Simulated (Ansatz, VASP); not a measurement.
Two plane-wave programs on TiC

File INCAR:

```
PREC     = Accurate       # precision mode
ENCUT    = 520            # plane-wave cutoff, eV
EDIFF    = 1E-8           # SCF threshold, eV
ISMEAR   = -1             # smearing method
SIGMA    = 0.03           # smearing width, eV
LREAL    = False          # projectors in reciprocal space
LASPH    = True           # aspherical terms in the spheres
NELM     = 60             # most SCF steps
ALGO     = Normal         # electronic algorithm
ISIF     = 2              # what is computed and relaxed
LWAVE    = False          # write WAVECAR
LCHARG   = False          # write CHGCAR
GGA      = PS             # functional
LEFG     = True         
NBANDS   = 15             # bands
```

Contents of KPOINTS:

```
Automatic mesh
0
Gamma
  16 16 16
```

Contents of POSCAR:

```
TiC
1.0
    0.0000000000      2.1854271361      2.1854271361
    2.1854271361      0.0000000000      2.1854271361
    2.1854271361      2.1854271361      0.0000000000
Ti C
1 1
Direct
    0.0000000000      0.0000000000      0.0000000000
    0.5000000000      0.5000000000      0.5000000000
```

Input for Ansatz:

```yaml
crystal:
  lattice:
    - [0.0, 2.1854271361, 2.1854271361]
    - [2.1854271361, 0.0, 2.1854271361]
    - [2.1854271361, 2.1854271361, 0.0]
  atoms:
    - { symbol: Ti, position: [0.0, 0.0, 0.0] }
    - { symbol: C, position: [0.5, 0.5, 0.5] }
kpoints:
  mp_grid: { grid: [16, 16, 16] }
scf:
  occupations: { method: fermi_dirac, width: 0.03 }
hamiltonian:
  xc: pbesol
  pseudopotentials: { kind: paw }
output:
  forces: true
  stress: true
  eigenvalues: true
  efg: { contact_densities: true }
  write_density: true
  write_potential: true
  elf: true
  volumetric_format: npy
```

Change from the starting cell: volume scaled by 1.03, PAW files.

Alike in both runs: task electric field gradients; functional PBEsol; k mesh 16 × 16 × 16; occupations fermi-dirac, width 0.03 eV; no spin polarisation.

|  | VASP | Ansatz |
| --- | --- | --- |
| version | VASP 6.6.1 | Ansatz 0.2.0 |
| potentials or method | VASP PAW PBE potentials, release 64 (Ti_sv, C) | PAW with Ansatz's default frozen-core files, scalar-relativistic |
| plane-wave cutoff (eV) | 520 | 420 |
| valence electrons in the cell | 16 | 16 |

Ansatz gave:

```
pressure (GPa) : -12.9
```

**Question.** What did VASP give for the same quantities?

**Answer.** Pressure (GPa): -12.6.

VASP's potentials were made for PBE, not for PBEsol. With one functional, cell and mesh, what is left measures potentials, basis and numerics.
